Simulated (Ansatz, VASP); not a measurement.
## Two plane-wave programs on SnO

```
Sn O
1.0
     3.80200    0.00000    0.00000
     0.00000    3.80200    0.00000
     0.00000    0.00000    4.83600
Sn O
2 2
Direct
  0.00000 0.50000 0.23850
  0.50000 0.00000 0.76150
  0.00000 0.00000 0.00000
  0.50000 0.50000 0.00000
```

Alike in both runs: task single point; functional r2SCAN; k mesh 10 × 10 × 8; occupations gaussian, width 0.03 eV; no spin polarisation.

```csv
,VASP,Ansatz
version,VASP 6.6.1,Ansatz 0.2.0
potentials or method,"VASP PAW PBE potentials, release 64 (Sn_d, O), cutoff 520 eV","scalar-relativistic, plane waves, PAW"
valence electrons in the cell,40,40
```

|  | VASP | Ansatz | Ansatz less VASP |
| --- | --- | --- | --- |
| gap on the k mesh at the Fermi level (eV) | 0.14 | 0.13 | -0.008 |
| least direct gap on the mesh (eV) | 2.29 | 2.30 | +0.013 |
| pressure (GPa) | 0.7 | 0.1 | -0.58 |
| traceless stress, the component that is largest in VASP (GPa) | -0.18 | -0.14 | +0.041 |
| rms of the force components (eV/Å) | 0.007 | 0.066 | +0.0591 |

VASP's potentials were made for PBE, not for r2SCAN. Atom by atom the forces differ by 0.059 eV/Å (rms over components). With one functional, cell and mesh, what is left measures potentials, basis and numerics.
